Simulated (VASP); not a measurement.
# SiC (wurtzite type) (P6_3mc) in VASP: single point with PBE

Aim: the single point of SiC (wurtzite type) with PBE.

All numbers are computed with VASP 6.6.1; they aren't measurements. Logs are shortened: lines on timing, memory, paths and dates and some standing lists are left out, and cuts for length are marked.

## (1) The cell of the first run

Symmetry: P6_3mc, No. 186, hexagonal system. Conventional cell: a = 3.092 Å, b = 3.092 Å, c = 5.074 Å, α = 90.00°, β = 90.00°, γ = 120.00°. Within 2.5 Å of Si (site symmetry 3m) lie 4 C at 1.89 to 1.91 Å. Within 2.5 Å of C (site symmetry 3m) lie 4 Si at 1.89 to 1.91 Å.

## (2) Single point, PBE (10.50 Å³/atom)

POSCAR

```
SiC
1.0
    3.0919171297      0.0000000000      0.0000000000
   -1.5459585649      2.6776787808      0.0000000000
    0.0000000000      0.0000000000      5.0742868344
Si C
2 2
Direct
    0.3333333333      0.6666666667      0.0000821098
    0.6666666667      0.3333333333      0.5000821098
    0.3333333333      0.6666666667      0.3759178902
    0.6666666667      0.3333333333      0.8759178902
```

INCAR.step1

```
SYSTEM = SiC
PREC = Accurate
ENCUT = 520
EDIFF = 1E-7
ISMEAR = -1
SIGMA = 0.1
LREAL = .FALSE.
LASPH = .TRUE.
NELM = 100
ALGO = Normal
ISIF = 2
LWAVE = .FALSE.
LCHARG = .TRUE.
GGA = PE
NBANDS = 16
```

KPOINTS.step1

```
Automatic mesh
0
G
  13 13 7
  0 0 0
```

INCAR.step2

```
SYSTEM = SiC
PREC = Accurate
ENCUT = 520
EDIFF = 1E-7
ISMEAR = -5
SIGMA = 0.1
LREAL = .FALSE.
LASPH = .TRUE.
NELM = 100
ALGO = Normal
ISIF = 2
LWAVE = .FALSE.
LCHARG = .FALSE.
GGA = PE
LORBIT = 10
NBANDS = 16
NEDOS = 1001
ICHARG = 11
```

KPOINTS.step2

```
Automatic mesh
0
G
  20 20 11
  0 0 0
```

Potentials or basis: VASP PAW PBE potentials, release 64 (Si, C).

The run is started by

```console
cat potpaw_PBE.64/Si/POTCAR potpaw_PBE.64/C/POTCAR > POTCAR
cp INCAR.step1 INCAR
cp KPOINTS.step1 KPOINTS
mpirun -np 1 vasp_std > vasp.out
cp INCAR.step2 INCAR
cp KPOINTS.step2 KPOINTS
mpirun -np 1 vasp_std > vasp.out
```

OUTCAR:

```text
SYSTEM = SiC
   PREC = Accurate
   ENCUT = 520
   EDIFF = 1E-7
   ISMEAR = -5
   LREAL = .FALSE.
   LASPH = .TRUE.
   NELM = 100
   ISIF = 2
   GGA = PE
   LORBIT = 10
   ICHARG = 11

 ion  position               nearest neighbor table
   1  0.333  0.667  0.000-   4 1.89   4 1.89   4 1.89   3 1.91   2 3.10   2 3.10   2 3.10   2 3.10
                             2 3.10   2 3.10
   2  0.667  0.333  0.500-   3 1.89   3 1.89   3 1.89   4 1.91   1 3.10   1 3.10   1 3.10   1 3.10
                             1 3.10   1 3.10
   3  0.333  0.667  0.376-   2 1.89   2 1.89   2 1.89   1 1.91
   4  0.667  0.333  0.876-   1 1.89   1 1.89   1 1.89   2 1.91

  LATTYP: Found a hexagonal cell.
 ALAT       =     3.0919171297
 C/A-ratio  =     1.6411458075

  Lattice vectors:

 A1 = (   3.0919171297,   0.0000000000,   0.0000000000)
 A2 = (  -1.5459585649,   2.6776787808,   0.0000000000)
 A3 = (   0.0000000000,   0.0000000000,   5.0742868344)

Analysis of symmetry for initial positions (statically):
=====================================================================
 Subroutine PRICEL returns:
 Original cell was already a primitive cell.

 Routine SETGRP: Setting up the symmetry group for a
 hexagonal supercell.

 Subroutine GETGRP returns: Found 12 space group operations
 (whereof  6 operations were pure point group operations)
 out of a pool of 24 trial point group operations.

The static configuration has the point symmetry C_3v.
 The point group associated with its full space group is C_6v.

Analysis of symmetry for dynamics (positions and initial velocities):
=====================================================================
 Subroutine PRICEL returns:
 Original cell was already a primitive cell.

 Routine SETGRP: Setting up the symmetry group for a
 hexagonal supercell.

 Subroutine GETGRP returns: Found 12 space group operations
 (whereof  6 operations were pure point group operations)
 out of a pool of 24 trial point group operations.

The dynamic configuration has the point symmetry C_3v.
 The point group associated with its full space group is C_6v.

 Subroutine INISYM returns: Found 12 space group operations
 (whereof  6 operations are pure point group operations),
 and found     1 'primitive' translations

----------------------------------------------------------------------------------------

                                     Primitive cell

  volume of cell :      42.0108

  direct lattice vectors                    reciprocal lattice vectors
     3.091917130  0.000000000  0.000000000     0.323423933  0.186728895  0.000000000
    -1.545958565  2.677678781  0.000000000     0.000000000  0.373457790  0.000000000
     0.000000000  0.000000000  5.074286834     0.000000000  0.000000000  0.197072029

  length of vectors
     3.091917130  3.091917130  5.074286834     0.373457790  0.373457790  0.197072029

  position of ions in fractional coordinates (direct lattice)
     0.333333333  0.666666667  0.000082110
     0.666666667  0.333333333  0.500082110
     0.333333333  0.666666667  0.375917890
     0.666666667  0.333333333  0.875917890

  ion indices of the primitive-cell ions
   primitive index   ion index
                 1           1
                 2           2
                 3           3
                 4           4

----------------------------------------------------------------------------------------

 KPOINTS: Automatic mesh

Automatic generation of k-mesh.
 Grid dimensions read from file:
 generate k-points for:   20   20   11

 Generating k-lattice:

  Cartesian coordinates                     Fractional coordinates (reciprocal lattice)
     0.016171197  0.009336445  0.000000000     0.050000000  0.000000000  0.000000000
     0.000000000  0.018672890  0.000000000     0.000000000  0.050000000  0.000000000
     0.000000000  0.000000000  0.017915639     0.000000000  0.000000000  0.090909091

  Length of vectors
     0.018672890  0.018672890  0.017915639

  Shift w.r.t. Gamma in fractional coordinates (k-lattice)
     0.000000000  0.000000000  0.000000000

 TETIRR: Found   4310 inequivalent tetrahedra from    26400

 Subroutine IBZKPT returns following result:
 ===========================================

 Found    264 irreducible k-points:

 Following reciprocal coordinates:
            Coordinates               Weight
  0.000000  0.000000  0.000000      1.000000
  0.050000  0.000000  0.000000      6.000000
  0.100000  0.000000  0.000000      6.000000
  0.150000 -0.000000  0.000000      6.000000
  0.200000  0.000000  0.000000      6.000000
  0.250000  0.000000  0.000000      6.000000
[... 16 lines left out ...]
  0.200000  0.100000  0.000000     12.000000
  0.250000  0.100000  0.000000     12.000000
 [... further k-points ...]
   k-points           NKPTS =    264   k-points in BZ     NKDIM =    264   number of bands    NBANDS=     16
   number of dos      NEDOS =   1001   number of ions     NIONS =      4
   total plane-waves  NPLWV =  23040
   dimension x,y,z NGX =    24 NGY =   24 NGZ =   40
   dimension x,y,z NGXF=    48 NGYF=   48 NGZF=   80
   ions per type =               2   2
   NGX,Y,Z   is equivalent  to a cutoff of  12.90, 12.90, 13.10 a.u.
   NGXF,Y,Z  is equivalent  to a cutoff of  25.81, 25.81, 26.21 a.u.
 SYSTEM =  SiC
   PREC   = accura    normal or accurate (medium, high low for compatibility)
   ISTART =      0    job   : 0-new  1-cont  2-samecut
   ICHARG =     11    charge: 1-file 2-atom 10-const
   ISPIN  =      1    spin polarized calculation?
   LNONCOLLINEAR =      F non collinear calculations
   LSORBIT =      F    spin-orbit coupling
   LASPH  =      T    aspherical Exc in radial PAW
   ENCUT  =  520.0 eV  38.22 Ry    6.18 a.u.   5.75  5.75  9.43*2*pi/ulx,y,z
   NELM   =    100;   NELMIN=  2; NELMDL=  0     # of ELM steps
   EDIFF  = 0.1E-06   stopping-criterion for ELM
   LREAL  =      F    real-space projection
   EDIFFG = 0.1E-05   stopping-criterion for IOM
   NSW    =      0    number of steps for IOM
   IBRION =     -1    ionic relax: 0-MD 1-quasi-New 2-CG
   NFREE  =      0    steps in history (QN), initial steepest desc. (CG)
   ISIF   =      2    stress and relaxation
   ISYM   =      2    0-nonsym 1-usesym 2-fastsym
   POTIM  = 0.5000    time-step for ionic-motion
   TEBEG  =    0.0;   TEEND  =   0.0 temperature during run
   PSTRESS=    0.0 pullay stress
   NELECT =      16.0000    total number of electrons
   NUPDOWN=      -1.0000    fix difference up-down
   EMIN   =  10.00;   EMAX   =-10.00  energy-range for DOS
   EFERMI =   0.00;   METHOD = LEGACY
   ISMEAR =    -5;   SIGMA  =   0.10  broadening in eV -4-tet -1-fermi 0-gaus
   EFERMI_NEDOS =   21; number of points for ismear=-14 and -15
   IALGO  =     38    algorithm
   IMIX   =      4    mixing-type and parameters
     AMIX     =   0.40;   BMIX     =  1.00
     AMIX_MAG =   1.60;   BMIX_MAG =  1.00
  volume/ion in A,a.u.               =      10.50        70.88
  Fermi-wavevector in a.u.,A,eV,Ry     =   1.186664  2.242470 19.159331  1.408171
  Thomas-Fermi vector in A             =   2.322832
   LORBIT       =     10    0 simple, 1 ext, 2 COOP (PROOUT), +10 PAW based schemes
   GGA     = PE    functional components
   LHFCALC =     F    Hartree Fock is set to
   AEXX    =    0.0000 exact exchange contribution
   IVDW    =     0    specifies the selected vdW correction
   LEPSILON=     F    determine dielectric tensor
   LRPA    =     F    only Hartree local field effects (RPA)
 non-spin polarized calculation
 Fermi weights with tetrahedron method with Bloechl corrections
  energy-cutoff  :      520.00
  volume of cell :       42.01
 maximum number of plane-waves:      1152
 NGX is ok and might be reduce to    24

 number of electron      16.0000000 magnetization

 Free energy of the ion-electron system (eV)
  ---------------------------------------------------
  ext. energy  EPLUGINS =         0.00000000
  ---------------------------------------------------
  free energy    TOTEN  =       -30.11028231 eV

  energy without entropy =      -30.11028231  energy(sigma->0) =      -30.11028231

 E-fermi :   8.1031     XC(G=0): -11.2827

 val. band max:        8.0841596291   @ k =   0.0000   0.0000   0.0000
 cond. band min:      10.4274988196   @ k =   0.3500   0.3000   0.0000
 fundamental gap:      2.3433391905
 Fermi energy:         8.1031365102

 k-point     1 :       0.0000    0.0000    0.0000
  band No.  band energies     occupation
      1      -7.3613      2.00000
      2      -3.8522      2.00000
      3      -0.5243      2.00000
      4       6.7748      2.00000
      5       6.7749      2.00000
      6       7.9740      2.00000
[... 8 lines left out ...]
     15      16.9320      0.00000
     16      19.3022      0.00000

 k-point     2 :       0.0500    0.0000    0.0000
  band No.  band energies     occupation
      1      -7.3184      2.00000
      2      -3.8155      2.00000
      3      -0.4849      2.00000
      4       6.5119      2.00000
      5       6.6959      2.00000
      6       7.8968      2.00000
[... 8 lines left out ...]
     15      17.0452      0.00000
     16      18.9328      0.00000

 k-point     3 :       0.1000    0.0000    0.0000
  band No.  band energies     occupation
      1      -7.1901      2.00000
      2      -3.7063      2.00000
      3      -0.3677      2.00000
      4       5.8359      2.00000
      5       6.4858      2.00000
      6       7.4361      2.00000
[... 8 lines left out ...]
     15      17.3533      0.00000
     16      18.1924      0.00000

 k-point     4 :       0.1500   -0.0000    0.0000
  band No.  band energies     occupation
      1      -6.9775      2.00000
      2      -3.5281      2.00000
      3      -0.1765      2.00000
      4       4.9409      2.00000
      5       6.1997      2.00000
      6       6.7610      2.00000
[... 8 lines left out ...]
     15      17.6450      0.00000
     16      17.7621      0.00000

 k-point     5 :       0.2000    0.0000    0.0000
  band No.  band energies     occupation
      1      -6.6831      2.00000
      2      -3.2883      2.00000
      3       0.0799      2.00000
      4       3.9685      2.00000
      5       5.8876      2.00000
      6       5.9704      2.00000
[... 8 lines left out ...]
     15      17.6828      0.00000
     16      18.2054      0.00000

 k-point     6 :       0.2500    0.0000    0.0000
  band No.  band energies     occupation
      1      -6.3107      2.00000
      2      -3.0010      2.00000
      3       0.3792      2.00000
      4       3.0209      2.00000
      5       5.1287      2.00000
      6       5.5851      2.00000
[... 8 lines left out ...]
     15      18.0456      0.00000
     16      18.8044      0.00000
[... 267 lines left out ...]
 k-point    21 :       0.1000    0.1000    0.0000
  band No.  band energies     occupation
      1      -6.8508      2.00000
      2      -3.4236      2.00000
      3      -0.0643      2.00000
      4       4.6503      2.00000
      5       5.6594      2.00000
      6       6.6960      2.00000
[... 8 lines left out ...]
     15      17.6332      0.00000
     16      18.1494      0.00000

 k-point    22 :       0.1500    0.1000    0.0000
  band No.  band energies     occupation
      1      -6.5578      2.00000
      2      -3.1887      2.00000
      3       0.1867      2.00000
      4       3.8510      2.00000
      5       5.1002      2.00000
      6       6.1347      2.00000
[... 8 lines left out ...]
     15      17.6922      0.00000
     16      18.4237      0.00000

 k-point    23 :       0.2000    0.1000    0.0000
  band No.  band energies     occupation
      1      -6.1875      2.00000
      2      -2.9093      2.00000
      3       0.4766      2.00000
      4       3.0181      2.00000
      5       4.5615      2.00000
      6       5.5044      2.00000
[... 8 lines left out ...]
     15      17.9474      0.00000
     16      18.9634      0.00000

 k-point    24 :       0.2500    0.1000    0.0000
  band No.  band energies     occupation
      1      -5.7465      2.00000
      2      -2.6159      2.00000
      3       0.7275      2.00000
      4       2.3097      2.00000
      5       3.9993      2.00000
      6       4.9291      2.00000
[... 8 lines left out ...]
     15      18.1508      0.00000
     16      19.4311      0.00000

 [... further k-points ...]

------------------------ aborting loop because EDIFF is reached ----------------------------------------

  FORCE on cell =-STRESS in cart. coord.  units (eV):
  Direction    XX          YY          ZZ          XY          YZ          ZX
  --------------------------------------------------------------------------------------
  -------------------------------------------------------------------------------------
  Total       -0.0127793     -0.0127793     -0.0097109      0.0000000      0.0000000      0.0000000
  in kB       -0.4873664     -0.4873664     -0.3703461      0.0000000      0.0000000      0.0000000
  external PRESSURE =      -0.4483596 kB  Pullay stress =       0.0000000 kB

 VOLUME and BASIS-vectors are now :
 -----------------------------------------------------------------------------
  energy-cutoff  :      520.00
  volume of cell :       42.01
      direct lattice vectors                 reciprocal lattice vectors
     3.091917130  0.000000000  0.000000000     0.323423933  0.186728895  0.000000000
    -1.545958565  2.677678781  0.000000000     0.000000000  0.373457790  0.000000000
     0.000000000  0.000000000  5.074286834     0.000000000  0.000000000  0.197072029

 POSITION                                       TOTAL-FORCE (eV/Angst)
 -----------------------------------------------------------------------------------
     -0.00000      1.78512      0.00042        -0.000000      0.000000      0.000235
      1.54596      0.89256      2.53756         0.000000     -0.000000      0.000235
     -0.00000      1.78512      1.90752         0.000000      0.000000     -0.000235
      1.54596      0.89256      4.44466        -0.000000     -0.000000     -0.000235
 -----------------------------------------------------------------------------------
    total drift:                               -0.000000      0.000000      0.000625

  FREE ENERGIE OF THE ION-ELECTRON SYSTEM (eV)
  ---------------------------------------------------
  free  energy   TOTEN  =       -30.1102823104 eV

  energy  without entropy=      -30.1102823104  energy(sigma->0) =      -30.11028231

 total charge

# of ion       s       p       d       tot
------------------------------------------
    1        0.707   0.956   0.000   1.663
    2        0.707   0.956   0.000   1.663
    3        0.836   1.697   0.000   2.533
    4        0.836   1.697   0.000   2.533
--------------------------------------------------
tot          3.086   5.306   0.000   8.392
```

Wall time 2.6 min (1 thread of Intel Xeon 8259CL, shared host); peak memory 0.26 GiB.

Results:

* Valence electrons inside the program's atomic spheres: Si 1.66; C 2.53
